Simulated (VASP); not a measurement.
Wanted: the native input for a VASP 6.6.1 run.

| Quantity | Value |
| --- | --- |
| Task | single point |
| Functional | PBE |
| Dispersion | D3(BJ) |
| Potentials or basis | VASP PAW PBE potentials, release 64 (Si, Ti_sv) |
| Cutoff | 520 eV |
| k mesh | 2 × 2 × 2 |
| Occupations | fermi-dirac, width 0.02 eV |
| Spin | no spin polarisation |
| Dipole correction | no |
| Further INCAR settings | LREAL = Auto; ALGO = Normal; EDIFF = 1e-06; NBANDS = 52 |

The structure of TiSi16 (a cell with a defect) lies in POSCAR:

```
TiSi16
1.0
    0.0000000000      5.4300000000      5.4300000000
    5.4300000000      0.0000000000      5.4300000000
    5.4300000000      5.4300000000      0.0000000000
Si Ti
16 1
Direct
    0.0329701657     -0.0102837937     -0.0117948435
    0.1306146409      0.1260936464      0.1248013812
   -0.0124217311      0.0159451197      0.4977957643
    0.1306020258      0.1263723757      0.6175272560
   -0.0125290976      0.4990718232      0.0149650092
    0.1305534070      0.6190668508      0.1249813996
   -0.0122467772      0.4995793738      0.4981160221
    0.1045174033      0.6326264273      0.6316658379
    0.5048614180      0.0073728361      0.0062343462
    0.6609678637      0.1137953039      0.1124161142
    0.5047915285      0.0076523020      0.4809988950
    0.6084717311      0.1483407919      0.6211061694
    0.5047671271      0.4824179558      0.0063857274
    0.6085310313      0.6223207182      0.1473930939
    0.4661049724      0.5120782689      0.5111554328
    0.6083893186      0.6230922652      0.6215517495
    0.7219669429      0.7601129834      0.7590212707
```

One way to write it, as run:

INCAR

```
SYSTEM = TiSi16
PREC = Accurate
ENCUT = 520
EDIFF = 1E-6
ISMEAR = -1
SIGMA = 0.02
LREAL = Auto
LASPH = .True.
NELM = 60
ALGO = Normal
ISIF = 2
LWAVE = .False.
LCHARG = .False.
GGA = PE
IVDW = 12
NBANDS = 52
```

KPOINTS

```
Automatic mesh
0
Gamma
  2 2 2
  0 0 0
```

Potentials or basis: VASP PAW PBE potentials, release 64 (Si, Ti_sv).

Command:

```console
$ cat potpaw_PBE.64/Si/POTCAR potpaw_PBE.64/Ti_sv/POTCAR > POTCAR
$ mpirun -np 1 vasp_std > vasp.out
```

Results of the run:

```
Pressure                   : 0.7 GPa
Largest force              : 0.448 eV/Å
Band gap on the k mesh     : zero (band 38 reaches 6.91 eV, above the bottom of band 39 at 6.56 eV)
Dispersion energy per atom : -0.343 eV
```

Caveat: the k points lie up to 0.50 Å⁻¹ apart.

It took 2.6 min on 1 thread of Intel(R) Xeon(R) 6975P-C (Granite Rapids), on a shared host, peak memory 0.49 GiB.
